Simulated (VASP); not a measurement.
Set up this calculation in VASP 6.6.1, as the native input.

```yaml
Task: single point
Functional: BLYP
Potentials_or_basis: VASP PAW PBE potentials, release 64 (Hf_pv)
Cutoff: 520 eV
k_mesh: 9 × 9 × 9
Occupations: fermi-dirac, width 0.1 eV
Spin: no spin polarisation
Dipole_correction: no
Further_INCAR_settings: ALGO = Normal; EDIFF = 1e-06; NBANDS = 17
```

The structure of Hf lies in POSCAR:

```
Hf
1.0
    0.0000000000      3.2529706480      3.2529706480
    3.2529706480      0.0000000000      3.2529706480
    3.2529706480      3.2529706480      0.0000000000
Hf
2
Direct
    0.1250000000      0.1250000000      0.1250000000
    0.8750000000      0.8750000000      0.8750000000
```

This cell differs from its parent crystal: volume scaled by 0.92.

The input as run:

INCAR

```
AGGAC    = 1.0          
AGGAX    = 1.0          
ALDAC    = 0.0          
ALDAX    = 1.0          
ALGO     = Normal         # electronic algorithm
EDIFF    = 1E-6           # SCF threshold, eV
ENCUT    = 520            # plane-wave cutoff, eV
GGA      = B5             # functional
ISIF     = 2              # what is computed and relaxed
ISMEAR   = -1             # smearing method
LASPH    = T              # aspherical terms in the spheres
LCHARG   = F              # write CHGCAR
LREAL    = F              # projectors in reciprocal space
LWAVE    = F              # write WAVECAR
NBANDS   = 17             # bands
NELM     = 100            # most SCF steps
PREC     = Accurate       # precision mode
SIGMA    = 0.1            # smearing width, eV
```

KPOINTS

```
k-points
0
Gamma
  9 9 9
```

Potentials or basis: VASP PAW PBE potentials, release 64 (Hf_pv).

Launch:

```sh
$ cat potpaw_PBE.64/Hf_pv/POTCAR > POTCAR
$ mpirun -np 1 vasp_std > vasp.out
```

It gave:

| Item | Value |
| --- | --- |
| Pressure | 2.4 GPa |
| Band gap on the k mesh | zero (band 10 reaches 2.47 eV, above the bottom of band 11 at 1.86 eV) |

Caveat: the PAW data sets were made with another functional, which shifts forces and pressure a little; spin-orbit coupling is left out, which moves the levels of the heavy elements.

Wall time 49 s on 1 thread of Intel(R) Xeon(R) Platinum 8259CL CPU @ 2.50GHz (Skylake/Cascade Lake) (shared host), peak memory 0.21 GiB.
